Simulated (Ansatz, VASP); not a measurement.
Mo in VASP and in Ansatz

```
Mo
1.0
    -1.58025    1.58025    1.58025
     1.58025   -1.58025    1.58025
     1.58025    1.58025   -1.58025
Mo
1
Direct
  0.00000 0.00000 0.00000
```

Alike in both runs: functional PBE; k mesh 18 × 18 × 18; occupations gaussian, width 0.1 eV; no spin polarisation.

Ansatz relaxed the structure, and its values are those at the end. VASP's run is a single point on that final structure, the one shown.

|  | VASP | Ansatz |
| --- | --- | --- |
| version | VASP 6.6.1 | Ansatz 0.2.0 |
| potentials or method | VASP PAW PBE potentials, release 64 (Mo_sv), cutoff 500 eV | scalar-relativistic, plane waves, PAW |
| valence electrons in the cell | 14 | 14 |

Ansatz gave:

- gap on the k mesh at the Fermi level (eV): none
- pressure (GPa): 0.0

What did VASP give for the same quantities?

gap on the k mesh at the Fermi level (eV): none; pressure (GPa): 0.5.

A gap of «none» marks a metal or a gap that the smearing closes.
